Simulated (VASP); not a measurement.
Input of a VASP 6.6.1 run:

INCAR

```
SYSTEM = Be
  ALGO = Normal
  EDIFF = 1E-6
  ENCUT = 520
  GGA = PE
  ISIF = 2
  ISMEAR = 0
  LASPH = .TRUE.
  LCHARG = .TRUE.
  LELF = .TRUE.
  LREAL = .FALSE.
  LVHAR = .TRUE.
  LWAVE = .FALSE.
  NBANDS = 9
  NELM = 100
  PREC = Accurate
  SIGMA = 0.1
```

Contents of KPOINTS:

```
k-points
0
G
  21 21 12
  0 0 0
```

The input POSCAR:

```
Be
1.0
    2.1898909105      0.0000000000      0.0000000000
   -1.0949454552      1.8965011600      0.0000000000
    0.0000000000      0.0000000000      3.4651413279
Be
2
Direct
    0.3333333333      0.6666666667      0.2500000000
    0.6666666667      0.3333333333      0.7500000000
```

Potentials or basis: VASP PAW PBE potentials, release 64 (Be).

Command:

```sh
$ cat potpaw_PBE.64/Be/POTCAR > POTCAR
$ mpirun -np 1 vasp_std > vasp.out
```

**Question.** What does it give for the pressure?

**Answer.** 13.7 GPa.

**Question.** What does it give for the band gap on the k mesh?

**Answer.** Zero (bands 2 and 3 overlap by 2.18 eV).

Stress tensor (GPa, compression positive):
```
13.69  0.00  0.00
 0.00 13.69  0.00
 0.00  0.00 13.84
```

Caveat: the cell stands under pressure.
